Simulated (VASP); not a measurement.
# Cu (Fm-3m) in VASP: further runs, part 2 of 2

VASP 6.6.1. The steps go on from the part before.

## (4) Relaxation of cell and atoms, LDA

Contents of INCAR:

```
ALGO = Normal ; EDIFF = 1E-7
EDIFFG = -0.002 ; ENCUT = 600
IBRION = 2 ; ISIF = 3
ISMEAR = 0 ; LASPH = T
LCHARG = F ; LREAL = F
LWAVE = F ; NELM = 60
NSW = 100 ; PREC = Accurate
SIGMA = 0.1
```

Contents of KPOINTS:

```
k-points
0
Gamma
  18 18 18
```

Contents of POSCAR:

```
Cu
1.0
    0.0000000000      1.7597846661      1.7597846661
    1.7597846661      0.0000000000      1.7597846661
    1.7597846661      1.7597846661      0.0000000000
Cu
1
Direct
    0.0000000000      0.0000000000      0.0000000000
```

Potentials or basis: VASP PAW LDA potentials, release 64 (Cu).

Launch:

```sh
$ cat potpaw_LDA.64/Cu/POTCAR > POTCAR
$ mpirun -np 1 vasp_std > vasp.out
```

OUTCAR:

```text
EDIFF = 1E-7
   EDIFFG = -0.002
   ENCUT = 600
   IBRION = 2
   ISIF = 3
   ISMEAR = 0
   LASPH = T
   LREAL = F
   NELM = 60
   NSW = 100
   PREC = Accurate

 ion  position               nearest neighbor table
   1  0.000  0.000  0.000-

  LATTYP: Found a face centered cubic cell.
 ALAT       =     3.5195693322

  Lattice vectors:

 A1 = (   0.0000000000,   1.7597846661,   1.7597846661)
 A2 = (   1.7597846661,   0.0000000000,   1.7597846661)
 A3 = (   1.7597846661,   1.7597846661,   0.0000000000)

Analysis of symmetry for initial positions (statically):
=====================================================================
 Subroutine PRICEL returns:
 Original cell was already a primitive cell.

 Routine SETGRP: Setting up the symmetry group for a
 face centered cubic supercell.
[... 358 lines left out ...]
 Fermi energy:         8.3010784952

 k-point     1 :       0.0000    0.0000    0.0000
  band No.  band energies     occupation
      1      -1.6109      2.00000
      2       5.0181      2.00000
      3       5.0181      2.00000
      4       5.0181      2.00000
      5       5.9607      2.00000
      6       5.9607      2.00000
      7      31.6123      0.00000
      8      34.6904      0.00000
      9      34.6904      0.00000
[... 265 lines left out ...]
 k-point    24 :      -0.2222    0.0556    0.0000
  band No.  band energies     occupation
      1       0.5644      2.00000
      2       4.6887      2.00000
      3       5.1972      2.00000
      4       5.2405      2.00000
      5       5.9019      2.00000
      6       6.1786      2.00000
      7      21.9684      0.00000
      8      29.1909      0.00000
      9      32.8977      0.00000

 [... further k-points ...]

------------------------ aborting loop because EDIFF is reached ----------------------------------------

  FORCE on cell =-STRESS in cart. coord.  units (eV):
  Direction    XX          YY          ZZ          XY          YZ          ZX
  --------------------------------------------------------------------------------------
  -------------------------------------------------------------------------------------
  Total        0.0019221      0.0019221      0.0019221      0.0000000     -0.0000000      0.0000000
  in kB        0.2813609      0.2813609      0.2813609      0.0000000     -0.0000000      0.0000000
  external PRESSURE =       0.2813609 kB  Pullay stress =       0.0000000 kB
[... 16 lines left out ...]
  FREE ENERGIE OF THE ION-ELECTRON SYSTEM (eV)
  ---------------------------------------------------
  free  energy   TOTEN  =        -4.7082754765 eV

  energy  without entropy=       -4.7066261717  energy(sigma->0) =       -4.70745082

 reached required accuracy - stopping structural energy minimisation
```

CONTCAR:

```text
Cu
   1.00000000000000
    -0.0000000000000000    1.7622288960827042    1.7622288960827042
     1.7622288960827042    0.0000000000000000    1.7622288960827042
     1.7622288960827042    1.7622288960827042   -0.0000000000000000
  Cu
     1
Direct
     0.0000000000000000    0.0000000000000000    1.0000000000000000

  0.00000000E+00  0.00000000E+00  0.00000000E+00
```

Run time: 1.7 min. Hardware: 1 thread of Intel Xeon 8259CL, shared host; peak memory 0.14 GiB.

What came out:

```
Free energy                            : -4.7083 eV
Relaxed volume                         : 10.95 Å³/atom
Relaxed cell                           : a = 2.492 Å, b = 2.492 Å, c = 2.492 Å, α = 60.00°, β = 60.00°, γ = 60.00°
Space group after relaxing (to 0.05 Å) : Fm-3m (No. 225)
Energy gained by relaxing              : 0.1 meV/atom
Ionic steps                            : 10
Pressure after relaxing                : 0.0 GPa
```

Step by step:
```csv
step,energy change (eV),largest force (eV/Å),pressure (GPa),volume (Å³)
1,0.0000,0.0000,0.80,10.90
2,0.0000,0.0000,-0.64,10.99
3,-0.0001,0.0000,-0.05,10.95
4,-0.0001,0.0000,0.05,10.94
5,-0.0001,0.0000,0.03,10.95
6,-0.0001,0.0000,-0.10,10.95
7,-0.0001,0.0000,0.12,10.95
8,-0.0001,0.0000,0.04,10.95
9,-0.0001,0.0000,0.03,10.95
10,-0.0001,0.0000,0.03,10.95
```

Final structure:
```yaml
crystal:
  lattice:
    - [0.00000, 1.76223, 1.76223]
    - [1.76223, 0.00000, 1.76223]
    - [1.76223, 1.76223, 0.00000]
  atoms:
    - { symbol: Cu, position: [0.00000, 0.00000, 0.00000] }
```

Levels at points of the mesh, in eV from the Fermi level:
| k point | band 2 | band 3 | band 4 | band 5 | band 6 | band 7 | band 8 | band 9 |
| --- | --- | --- | --- | --- | --- | --- | --- | --- |
| (0.00, 0.00, 0.00) | -3.28 | -3.28 | -3.28 | -2.34 | -2.34 | 23.31 | 26.39 | 26.39 |
| (0.50, 0.00, 0.00) | -3.32 | -3.32 | -1.70 | -1.70 | -1.18 | 4.16 | 21.79 | 23.15 |
| (0.50, 0.50, 0.00) | -4.85 | -1.72 | -1.54 | -1.54 | 1.46 | 7.69 | 13.63 | 13.63 |

## (5) Relaxation of cell and atoms, LDA

Contents of INCAR:

```
SYSTEM = Cu
PREC     = Accurate       ! precision mode
ENCUT    = 600            ! plane-wave cutoff, eV
EDIFF    = 1E-7           ! SCF threshold, eV
ISMEAR   = -1             ! smearing method
SIGMA    = 0.15           ! smearing width, eV
LREAL    = .FALSE.        ! projectors in reciprocal space
LASPH    = .TRUE.         ! aspherical terms in the spheres
NELM     = 100            ! most SCF steps
ALGO     = Fast           ! electronic algorithm
ISIF     = 3              ! what is computed and relaxed
LWAVE    = .FALSE.        ! write WAVECAR
LCHARG   = .FALSE.        ! write CHGCAR
IBRION   = 2              ! ionic algorithm
NSW      = 80             ! ionic steps
EDIFFG   = -0.001         ! ionic threshold
```

Contents of KPOINTS:

```
Automatic mesh
0
G
  20 20 20
  0 0 0
```

Contents of POSCAR:

```
Cu
1.0
    0.0000000000      1.7591975014      1.7591975014
    1.7591975014      0.0000000000      1.7591975014
    1.7591975014      1.7591975014      0.0000000000
Cu
1
Direct
    0.0000000000      0.0000000000      0.0000000000
```

Launch:

```sh
$ cat potpaw_LDA.64/Cu/POTCAR > POTCAR
$ mpirun -np 1 vasp_std > vasp.out
```

It took 80 s on 1 thread of Intel Xeon 8259CL, shared host; peak memory 0.15 GiB.

The run converged. Its results:

| Property | Result |
| --- | --- |
| Free energy | -4.7187 eV |
| Relaxed volume | 10.95 Å³/atom |
| Relaxed cell | a = 2.492 Å, b = 2.492 Å, c = 2.492 Å, α = 60.00°, β = 60.00°, γ = 60.00° |
| Space group after relaxing (to 0.05 Å) | Fm-3m (No. 225) |
| Energy gained by relaxing | 0.2 meV/atom |
| Ionic steps | 3 |
| Pressure after relaxing | 0.0 GPa |

The path:
```
step  energy change (eV)  largest force (eV/Å)  pressure (GPa)  volume (Å³)
   1              0.0000                0.0000            0.78        10.89
   2             -0.0001                0.0000           -0.59        10.97
   3             -0.0002                0.0000           -0.01        10.95
```

Final structure:
```xyz
1
Lattice="0.0000 1.7624 1.7624 1.7624 0.0000 1.7624 1.7624 1.7624 0.0000" Properties=species:S:1:pos:R:3 pbc="T T T"
Cu    0.0000    0.0000    0.0000
```

Levels at points of the mesh, in eV from the Fermi level:
| k point | band 3 | band 4 | band 5 | band 6 | band 7 | band 8 | band 9 |
| --- | --- | --- | --- | --- | --- | --- | --- |
| (0.00, 0.00, 0.00) | -3.34 | -3.34 | -2.39 | -2.39 | 23.26 | 26.34 | 26.34 |
| (0.50, 0.00, 0.00) | -3.37 | -1.76 | -1.76 | -1.22 | 4.10 | 21.75 | 23.10 |
| (0.50, 0.50, 0.00) | -1.77 | -1.60 | -1.60 | 1.42 | 7.64 | 13.58 | 13.58 |

## (6) Overview

```tsv
task	cell	k mesh	cutoff (eV)	smearing	gap on the mesh (eV)	pressure (GPa)	relaxed volume (Å³/atom)
single point	a = 2.488 Å, angles 60.0°, 1 atom	18 × 18 × 18	520	gaussian 0.1 eV	none	0.9	-
single point	a = 2.488 Å, angles 60.0°, 1 atom	20 × 20 × 20	520	fermi-dirac 0.15 eV	none	0.9	-
relaxation of cell and atoms	relaxed from a = 2.489 Å, angles 60.0°, 1 atom	18 × 18 × 18	600	gaussian 0.1 eV	none	0.0	10.95
relaxation of cell and atoms	relaxed from a = 2.488 Å, angles 60.0°, 1 atom	20 × 20 × 20	600	fermi-dirac 0.15 eV	none	0.0	10.95
```

Alike in all rows: level LDA; potentials or basis VASP PAW LDA potentials, release 64 (Cu); no spin polarisation.

Absolute energies hang on the potentials; compare differences alone.
